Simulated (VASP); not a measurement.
Runs of VASP 6.6.1 on SrO. The structure is cubic, space group F-43m (No. 216). The conventional cell has a = 5.585 Å, b = 5.585 Å, c = 5.585 Å, α = 90.00°, β = 90.00°, γ = 90.00°. Within 3.2 Å of Sr (site symmetry -43m) lie 4 O at 2.42 Å. Within 3.2 Å of O (site symmetry -43m) lie 4 Sr at 2.42 Å. 

| level | smearing | screening parameter | share of exact exchange | gap on the mesh (eV) | pressure (GPa) |
| --- | --- | --- | --- | --- | --- |
| HSE06 | methfessel-paxton 0.5 eV | 0.2079 1/Å | - | 3.85 | (a) |
| HSE06 | gaussian 0.2 eV | 0.2079 1/Å | - | (b) | 0.1 |
| HSE06 | gaussian 0.01 eV | 0.2079 1/Å | - | 3.85 | 0.1 |
| PBE-based screened hybrid | gaussian 0.01 eV | 0.1 1/Å | 0.05 | 2.85 | 1.1 |
| PBE-based screened hybrid | gaussian 0.01 eV | 0.5 1/Å | 0.5 | 4.06 | -0.9 |

Alike in all rows: task single point; potentials or basis VASP PAW PBE potentials, release 64 (Sr_sv, O); no spin polarisation; cell as given; k mesh 4 × 4 × 4; cutoff (eV) 520.

Problem. Fill in the values left out.

Solution. (a) -0.3; (b) 3.86.

Caveats: all runs use coarse meshes; the PAW data sets were made with another functional, which shifts forces and pressure a little.

A k mesh can miss the band edges, and the runs leave out spin-orbit coupling on Sr.
